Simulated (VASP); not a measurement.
The system is GaN.

```
Ga N
1.0
     2.97090    0.00000    0.00000
    -1.48545    2.57288    0.00000
     0.00000    0.00000    4.85149
Ga N
2 2
Direct
  0.33333 0.66667 0.00000
  0.66667 0.33333 0.50000
  0.33333 0.66667 0.37500
  0.66667 0.33333 0.87500
```

| Quantity | Value |
| --- | --- |
| Program | VASP 6.6.1 |
| Task | relaxation of cell and atoms |
| Functional | PBE |
| Potentials or basis | VASP PAW PBE potentials, release 64 (Ga_d, N) |
| Cutoff | 600 eV |
| k mesh | 12 × 12 × 6 |
| Occupations | fermi-dirac, width 0.02 eV |
| Spin | no spin polarisation |

At the start: pressure 68.0 GPa; volume 9.27 Å³/atom.

**Question.** Where does the relaxation end?

**Answer.** Over 9 steps the energy falls by 428.8 meV/atom and the volume is 11.76 Å³/atom (+26.9 %); space group P6_3mc (No. 186, to 0.1 Å) before and after.

The path:
| step | energy change (eV) | largest force (eV/Å) | pressure (GPa) | volume (Å³) |
| --- | --- | --- | --- | --- |
| 1 | 0.0000 | 0.0484 | 67.96 | 37.08 |
| 2 | -0.0801 | 0.0574 | -26.63 | 62.45 |
| 3 | -1.7112 | 0.0402 | -1.95 | 47.61 |
| 4 | -1.7144 | 0.0398 | -0.54 | 47.21 |
| 5 | -1.7146 | 0.0395 | 0.24 | 46.99 |
| 6 | -1.7150 | 0.0195 | 0.25 | 46.99 |
| 7 | -1.7151 | 0.0040 | 0.25 | 46.99 |
| 8 | -1.7151 | 0.0020 | -0.24 | 47.12 |
| 9 | -1.7151 | 0.0009 | 0.00 | 47.06 |

Final structure:
```xyz
4
Lattice="3.2188 0.0000 0.0000 -1.6094 2.7876 0.0000 0.0000 0.0000 5.2445" Properties=species:S:1:pos:R:3 pbc="T T T"
Ga    0.0000    1.8584    5.2400
Ga    1.6094    0.9292    2.6178
N     0.0000    1.8584    1.9711
N     1.6094    0.9292    4.5934
```

Caveat: the volume moved by over 15 % at a fixed basis, so the end points are rough.
